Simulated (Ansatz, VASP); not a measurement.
One calculation of AlP, two programs

File INCAR:

```
SYSTEM = AlP
  ALGO = Normal
  EDIFF = 1E-6
  ENCUT = 500
  GGA = PS
  GGA_COMPAT = .FALSE.
  ISIF = 2
  ISMEAR = -1
  LASPH = .TRUE.
  LCHARG = .FALSE.
  LREAL = .FALSE.
  LWAVE = .FALSE.
  NBANDS = 11
  NELM = 120
  PREC = Accurate
  SIGMA = 0.02
```

KPOINTS

```
k-points
0
G
  8 8 8
  0 0 0
```

Contents of POSCAR:

```
AlP
1.0
    0.0000000000      2.7255000000      2.7255000000
    2.7255000000      0.0000000000      2.7255000000
    2.7255000000      2.7255000000      0.0000000000
Al P
1 1
Direct
    0.0000000000      0.0000000000      0.0000000000
    0.2500000000      0.2500000000      0.2500000000
```

Input for Ansatz:

```yaml
crystal:
  lattice:
    - [0.0, 2.7255, 2.7255]
    - [2.7255, 0.0, 2.7255]
    - [2.7255, 2.7255, 0.0]
  atoms:
    - { symbol: Al, position: [0.0, 0.0, 0.0] }
    - { symbol: P, position: [0.25, 0.25, 0.25] }
basis:
  ecutwfc: 517.016338673772
kpoints:
  mp_grid:
    grid: [8, 8, 8]
hamiltonian:
  xc: pbesol
scf:
  occupations:
    method: fermi_dirac
    width: 0.02
output:
  optics:
    de: 0.05
    sigma: 0.3
    nscf_kmesh:
      grid: [8, 8, 8]
```

Alike in both runs: task single point; functional PBEsol; k mesh 8 × 8 × 8; occupations fermi-dirac, width 0.02 eV; no spin polarisation.

|  | VASP | Ansatz |
| --- | --- | --- |
| version | VASP 6.6.1 | Ansatz 0.2.0 |
| potentials or method | VASP PAW PBE potentials, release 64 (Al, P), cutoff 500 eV | plane waves, PAW |
| valence electrons in the cell | 8 | 8 |

```tsv
	VASP	Ansatz	Ansatz less VASP
gap on the k mesh at the Fermi level (eV)	1.43	1.43	+0.003
```

VASP's potentials were made for PBE, not for PBEsol. With one functional, cell and mesh, what is left measures potentials, basis and numerics.
